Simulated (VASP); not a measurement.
# GaN (P6_3/mmc) in VASP: settings compared

Aim: see how the results for GaN move with the level of theory and the settings. Levels: LDA, PBEsol, PBE. Tasks: single point.

Program: VASP 6.6.1. These are calculated values, not measurements. Logs are shortened: lines on timing, memory, paths and dates and some standing lists are left out, and cuts for length are marked.

## 1. The cell of the first run

The structure is hexagonal, space group P6_3/mmc (No. 194). Conventional cell: a = 3.300 Å, b = 3.300 Å, c = 4.756 Å, α = 90.00°, β = 90.00°, γ = 120.00°. Within 2.5 Å of Ga (site symmetry -6m2) lie 5 N at 1.91 to 2.38 Å. Within 2.5 Å of N (site symmetry -6m2) lie 5 Ga at 1.91 to 2.38 Å.

## 2. Single point, LDA

INCAR

```
SYSTEM = GaN
PREC = Accurate
ENCUT = 520
EDIFF = 1E-6
ISMEAR = 0
SIGMA = 0.01
LREAL = .False.
LASPH = .True.
NELM = 100
ALGO = Normal
ISIF = 2
LWAVE = .False.
LCHARG = .False.
NBANDS = 26
```

KPOINTS

```
regular mesh
0
Gamma
  12 12 6
  0 0 0
```

POSCAR

```
GaN
1.0
    3.3000348257      0.0000000000      0.0000000000
   -1.6500174128      2.8579139924      0.0000000000
    0.0000000000      0.0000000000      4.7558746756
Ga N
2 2
Direct
    0.3333333333      0.6666666667      0.2500000000
    0.6666666667      0.3333333333      0.7500000000
    0.6666666667      0.3333333333      0.2500000000
    0.3333333333      0.6666666667      0.7500000000
```

Potentials or basis: VASP PAW LDA potentials, release 64 (Ga_d, N).

Command:

```console
> cat potpaw_LDA.64/Ga_d/POTCAR potpaw_LDA.64/N/POTCAR > POTCAR
> mpirun -np 1 vasp_std > vasp.out
```

OUTCAR:

```text
SYSTEM = GaN
   PREC = Accurate
   ENCUT = 520
   EDIFF = 1E-6
   ISMEAR = 0
   LREAL = .False.
   LASPH = .True.
   NELM = 100
   ISIF = 2

 ion  position               nearest neighbor table
   1  0.333  0.667  0.250-   3 1.91   3 1.91   3 1.91
   2  0.667  0.333  0.750-   4 1.91   4 1.91   4 1.91
   3  0.667  0.333  0.250-   1 1.91   1 1.91   1 1.91
   4  0.333  0.667  0.750-   2 1.91   2 1.91   2 1.91

  LATTYP: Found a hexagonal cell.
 ALAT       =     3.3000348257
 C/A-ratio  =     1.4411589352

  Lattice vectors:

 A1 = (   3.3000348257,   0.0000000000,   0.0000000000)
 A2 = (  -1.6500174128,   2.8579139924,   0.0000000000)
 A3 = (   0.0000000000,   0.0000000000,   4.7558746756)

Analysis of symmetry for initial positions (statically):
=====================================================================
 Subroutine PRICEL returns:
 Original cell was already a primitive cell.

 Routine SETGRP: Setting up the symmetry group for a
 hexagonal supercell.

 Subroutine GETGRP returns: Found 24 space group operations
 (whereof 12 operations were pure point group operations)
 out of a pool of 24 trial point group operations.

The static configuration has the point symmetry D_3d.
 The point group associated with its full space group is D_6h.

Analysis of symmetry for dynamics (positions and initial velocities):
=====================================================================
 Subroutine PRICEL returns:
 Original cell was already a primitive cell.

 Routine SETGRP: Setting up the symmetry group for a
 hexagonal supercell.

 Subroutine GETGRP returns: Found 24 space group operations
 (whereof 12 operations were pure point group operations)
 out of a pool of 24 trial point group operations.

The dynamic configuration has the point symmetry D_3d.
 The point group associated with its full space group is D_6h.

 Subroutine INISYM returns: Found 24 space group operations
 (whereof 12 operations are pure point group operations),
 and found     1 'primitive' translations

----------------------------------------------------------------------------------------

                                     Primitive cell

  volume of cell :      44.8537

  direct lattice vectors                    reciprocal lattice vectors
     3.300034826  0.000000000  0.000000000     0.303027105  0.174952781  0.000000000
    -1.650017413  2.857913992  0.000000000     0.000000000  0.349905561  0.000000000
     0.000000000  0.000000000  4.755874676     0.000000000  0.000000000  0.210266264
[... 84 lines left out ...]
   LSORBIT =      F    spin-orbit coupling
   LASPH  =      T    aspherical Exc in radial PAW
   ENCUT  =  520.0 eV  38.22 Ry    6.18 a.u.   6.14  6.14  8.84*2*pi/ulx,y,z
   NELM   =    100;   NELMIN=  2; NELMDL= -5     # of ELM steps
   EDIFF  = 0.1E-05   stopping-criterion for ELM
   LREAL  =      F    real-space projection
   EDIFFG = 0.1E-04   stopping-criterion for IOM
   NSW    =      0    number of steps for IOM
   IBRION =     -1    ionic relax: 0-MD 1-quasi-New 2-CG
   NFREE  =      0    steps in history (QN), initial steepest desc. (CG)
   ISIF   =      2    stress and relaxation
   ISYM   =      2    0-nonsym 1-usesym 2-fastsym
   POTIM  = 0.5000    time-step for ionic-motion
   TEBEG  =    0.0;   TEEND  =   0.0 temperature during run
   PSTRESS=    0.0 pullay stress
   NELECT =      36.0000    total number of electrons
   NUPDOWN=      -1.0000    fix difference up-down
   EMIN   =  10.00;   EMAX   =-10.00  energy-range for DOS
   EFERMI =   0.00;   METHOD = LEGACY
   ISMEAR =     0;   SIGMA  =   0.01  broadening in eV -4-tet -1-fermi 0-gaus
   EFERMI_NEDOS =   21; number of points for ismear=-14 and -15
   IALGO  =     38    algorithm
   IMIX   =      4    mixing-type and parameters
     AMIX     =   0.40;   BMIX     =  1.00
     AMIX_MAG =   1.60;   BMIX_MAG =  1.00
  volume/ion in A,a.u.               =      11.21        75.67
  Fermi-wavevector in a.u.,A,eV,Ry     =   1.521398  2.875026 31.492770  2.314653
  Thomas-Fermi vector in A             =   2.630119
   LORBIT       =      0    0 simple, 1 ext, 2 COOP (PROOUT), +10 PAW based schemes
   GGA     = CA    functional components
   LHFCALC =     F    Hartree Fock is set to
   AEXX    =    0.0000 exact exchange contribution
   IVDW    =     0    specifies the selected vdW correction
   LEPSILON=     F    determine dielectric tensor
   LRPA    =     F    only Hartree local field effects (RPA)
 non-spin polarized calculation
 Gauss-broadening in eV      SIGMA  =   0.01
  energy-cutoff  :      520.00
  volume of cell :       44.85
 maximum number of plane-waves:      1228
 NGX is ok and might be reduce to    28
   NGX = 13   NGY = 13   NGZ = 17

 number of electron      35.9999989 magnetization

 Free energy of the ion-electron system (eV)
  ---------------------------------------------------
  ext. energy  EPLUGINS =         0.00000000
  ---------------------------------------------------
  free energy    TOTEN  =       -26.92587420 eV

  energy without entropy =      -26.92587420  energy(sigma->0) =      -26.92587420

 E-fermi :   5.9636     XC(G=0): -12.2456

 val. band max:        5.9010340676   @ k =   0.0000   0.0000   0.0000
 cond. band min:       7.3622891084   @ k =   0.0000   0.0000   0.0000
 fundamental gap:      1.4612550408
 Fermi energy:         5.9635544719

 k-point     1 :       0.0000    0.0000    0.0000
  band No.  band energies     occupation
      1     -10.7243      2.00000
      2      -9.8723      2.00000
      3      -8.4262      2.00000
      4      -8.4262      2.00000
      5      -8.4171      2.00000
      6      -8.4171      2.00000
[... 685 lines left out ...]
     25      17.3942      0.00000
     26      18.0110      0.00000

 [... further k-points ...]
[... 5 lines left out ...]
  --------------------------------------------------------------------------------------
  -------------------------------------------------------------------------------------
  Total       -1.2942575     -1.2942575     -0.9877616     -0.0000000     -0.0000000      0.0000000
  in kB      -46.2309904    -46.2309904    -35.2829309     -0.0000000     -0.0000000      0.0000000
  external PRESSURE =     -42.5816373 kB  Pullay stress =       0.0000000 kB

 VOLUME and BASIS-vectors are now :
 -----------------------------------------------------------------------------
  energy-cutoff  :      520.00
  volume of cell :       44.85
      direct lattice vectors                 reciprocal lattice vectors
     3.300034826  0.000000000  0.000000000     0.303027105  0.174952781  0.000000000
    -1.650017413  2.857913992  0.000000000     0.000000000  0.349905561  0.000000000
     0.000000000  0.000000000  4.755874676     0.000000000  0.000000000  0.210266264

 POSITION                                       TOTAL-FORCE (eV/Angst)
 -----------------------------------------------------------------------------------
     -0.00000      1.90528      1.18897         0.000000      0.000000      0.000000
      1.65002      0.95264      3.56691         0.000000     -0.000000      0.000000
      1.65002      0.95264      1.18897         0.000000     -0.000000      0.000000
     -0.00000      1.90528      3.56691        -0.000000      0.000000      0.000000
 -----------------------------------------------------------------------------------
    total drift:                                0.000000      0.000000     -0.000000

  FREE ENERGIE OF THE ION-ELECTRON SYSTEM (eV)
  ---------------------------------------------------
  free  energy   TOTEN  =       -26.9258741979 eV

  energy  without entropy=      -26.9258741979  energy(sigma->0) =      -26.92587420
```

OSZICAR:

```text
N       E                     dE             d eps       ncg     rms          rms(c)
DAV:   1     0.273691391429E+03    0.27369E+03   -0.17794E+04  4392   0.257E+03
DAV:   2     0.434009111589E+01   -0.26935E+03   -0.25464E+03  4328   0.484E+02
DAV:   3    -0.300312262397E+02   -0.34371E+02   -0.33772E+02  4690   0.140E+02
DAV:   4    -0.311370063950E+02   -0.11058E+01   -0.11004E+01  4586   0.264E+01
DAV:   5    -0.311588746569E+02   -0.21868E-01   -0.21840E-01  4772   0.368E+00    0.108E+01
DAV:   6    -0.269749189974E+02    0.41840E+01   -0.10892E+01  6522   0.521E+01    0.314E+00
DAV:   7    -0.269896449926E+02   -0.14726E-01   -0.12005E+00  4244   0.820E+00    0.253E+00
DAV:   8    -0.269495097390E+02    0.40135E-01   -0.26634E-01  5714   0.510E+00    0.137E+00
DAV:   9    -0.269253320273E+02    0.24178E-01   -0.65256E-02  6304   0.382E+00    0.391E-01
DAV:  10    -0.269259834982E+02   -0.65147E-03   -0.70518E-03  4182   0.567E-01    0.189E-01
DAV:  11    -0.269258637173E+02    0.11978E-03   -0.85706E-04  5560   0.575E-01    0.849E-02
DAV:  12    -0.269258746004E+02   -0.10883E-04   -0.10499E-04  4140   0.655E-02    0.982E-02
DAV:  13    -0.269258741979E+02    0.40250E-06   -0.14151E-06  3410   0.164E-02
   1 F= -.26925874E+02 E0= -.26925874E+02  d E =-.690565E-22
```

Run time: 1.9 min. Hardware: 1 thread of Intel Xeon Platinum 8375C at 2.90GHz (Ice Lake), shared host; peak memory 0.2 GiB.

Results:

- Free energy: -26.9259 eV
- Pressure: -4.3 GPa
- Band gap on the k mesh: 1.46 eV

Stress tensor (GPa, compression positive):
```
-4.62  0.00  0.00
 0.00 -4.62  0.00
 0.00  0.00 -3.53
```

Levels at points of the mesh, in eV from the valence-band top:
```csv
k point,band 15,band 16,band 17,band 18,band 19,band 20,band 21,band 22
"(0.00, 0.00, 0.00)",-2.14,-0.95,-0.95,0.00,1.46,1.91,8.11,8.11
"(0.50, 0.00, 0.00)",-4.07,-4.04,-2.20,-1.98,3.11,4.93,6.46,7.94
"(0.00, 0.00, 0.50)",-1.54,-1.54,-1.54,-1.54,3.46,3.46,7.69,7.69
"(0.50, 0.00, 0.50)",-3.19,-3.19,-1.19,-1.19,4.19,4.19,6.08,6.08
```

Caveat: the cell stands under tension.

## 3. Single point, PBEsol

This run uses another cell than the first one, of 11.18 Å³/atom.

INCAR

```
PREC = Accurate
ENCUT = 520
EDIFF = 1E-6
ISMEAR = -1
SIGMA = 0.02
LREAL = False
LASPH = True
NELM = 80
ALGO = Normal
ISIF = 2
LWAVE = False
LCHARG = True
GGA = PS
LELF = True
LVHAR = True
NBANDS = 26
```

KPOINTS

```
regular mesh
0
Gamma
  12 12 6
```

POSCAR

```
GaN
1.0
    3.3069356344      0.0000000000      0.0000000000
   -1.6534678172      2.8638902681      0.0000000000
    0.0000000000      0.0000000000      4.7229363660
Ga N
2 2
Direct
    0.3333333333      0.6666666667      0.2500000000
    0.6666666667      0.3333333333      0.7500000000
    0.6666666667      0.3333333333      0.2500000000
    0.3333333333      0.6666666667      0.7500000000
```

Potentials or basis: VASP PAW PBE potentials, release 64 (Ga_d, N).

Command:

```console
> cat potpaw_PBE.64/Ga_d/POTCAR potpaw_PBE.64/N/POTCAR > POTCAR
> mpirun -np 1 vasp_std > vasp.out
```

Run time: 2.1 min. Hardware: 1 thread of Intel Xeon Platinum 8375C at 2.90GHz (Ice Lake), shared host; peak memory 0.22 GiB.

Results (log left out):

| Item | Value |
| --- | --- |
| Free energy | -25.3320 eV |
| Pressure | 0.0 GPa |
| Band gap on the k mesh | 1.42 eV |

Stress tensor (GPa, compression positive):
```
-0.24  0.00  0.00
 0.00 -0.24  0.00
 0.00  0.00  0.48
```

Levels at points of the mesh, in eV from the valence-band top:
| k point | band 15 | band 16 | band 17 | band 18 | band 19 | band 20 | band 21 | band 22 |
| --- | --- | --- | --- | --- | --- | --- | --- | --- |
| (0.00, 0.00, 0.00) | -2.17 | -0.93 | -0.93 | 0.00 | 1.42 | 1.93 | 8.13 | 8.13 |
| (0.50, 0.00, 0.00) | -4.09 | -4.08 | -2.16 | -2.02 | 3.13 | 4.99 | 6.57 | 8.01 |
| (0.00, 0.00, 0.50) | -1.54 | -1.54 | -1.54 | -1.54 | 3.54 | 3.54 | 7.81 | 7.81 |
| (0.50, 0.00, 0.50) | -3.18 | -3.18 | -1.19 | -1.19 | 4.24 | 4.24 | 6.24 | 6.24 |

Caveat: the PAW data sets were made with another functional, which shifts forces and pressure a little.

(Part 1 of 2 ends here.)
